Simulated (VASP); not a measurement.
## TiSi2: electric field gradients with PBE

TiSi2:

```
CELL_PARAMETERS angstrom
0.00000 4.19877 4.34508
2.43331 0.00000 4.34508
2.43331 4.19877 0.00000
ATOMIC_POSITIONS crystal
Ti 0.75000 0.75000 0.75000
Ti 0.50000 0.50000 0.50000
Si 0.08300 0.41700 0.08300
Si 0.41700 0.08300 0.41700
Si 0.16700 0.83300 0.16700
Si 0.83300 0.16700 0.83300
```

```
Program                : VASP 6.6.1
Task                   : electric field gradients
Functional             : PBE
Potentials or basis    : VASP PAW PBE potentials, release 64 (Ti_sv, Si)
Cutoff                 : 520 eV
k mesh                 : 8 × 8 × 8
Occupations            : fermi-dirac, width 0.08 eV
Spin                   : no spin polarisation
Dipole correction      : no
Further INCAR settings : ALGO = Normal; EDIFF = 1e-08; NBANDS = 29
```

```
Pressure                                : -5.6 GPa
Largest force                           : 0.184 eV/Å
Band gap on the k mesh                  : zero (bands 20 and 21 overlap by 1.73 eV)
Largest electric field gradient by atom : Ti +10.1; Si -34.4 V/Å²
```

Forces on the atoms (eV/Å):
```
Ti   0.000  0.000  0.000
Ti   0.000  0.000  0.000
Si   0.000  0.184  0.000
Si   0.000 -0.184  0.000
Si   0.000 -0.184  0.000
Si   0.000  0.184  0.000
```

Stress tensor (GPa, compression positive):
```
-4.77  0.00  0.00
 0.00 -4.74  0.00
 0.00  0.00 -7.26
```

Levels at points of the mesh, in eV from the Fermi level:
| k point | band 18 | band 19 | band 20 | band 21 | band 22 | band 23 |
| --- | --- | --- | --- | --- | --- | --- |
| (0.00, 0.00, 0.00) | -1.93 | -1.69 | -1.47 | -0.87 | 1.86 | 2.90 |
| (0.50, 0.00, 0.00) | -1.02 | -0.04 | 0.16 | 0.95 | 1.25 | 1.64 |
| (0.50, 0.50, 0.00) | -1.58 | -0.96 | -0.96 | 0.75 | 0.75 | 2.99 |
| (0.50, 0.00, 0.50) | -2.33 | -0.80 | -0.80 | 1.17 | 1.17 | 2.96 |
| (0.00, 0.50, 0.50) | -1.21 | -0.63 | -0.63 | 0.87 | 0.87 | 2.08 |

Electric field gradients, principal values (V/Å²):
```csv
atom,least,middle,greatest (by size)
1 Ti,-2.096,-8.042,10.138
2 Ti,-2.096,-8.042,10.138
3 Si,11.831,22.574,-34.405
4 Si,11.831,22.574,-34.405
5 Si,11.831,22.574,-34.405
6 Si,11.831,22.574,-34.405
```

It took 7.9 min on 1 thread of AMD EPYC 7R43 64-Core Processor (Zen 3), with other jobs on the host, peak memory 0.34 GiB.

Caveat: the cell stands under tension; without QUAD_EFG the Cq values of the log hold for a quadrupole moment of 1 mb, not for the nuclei.
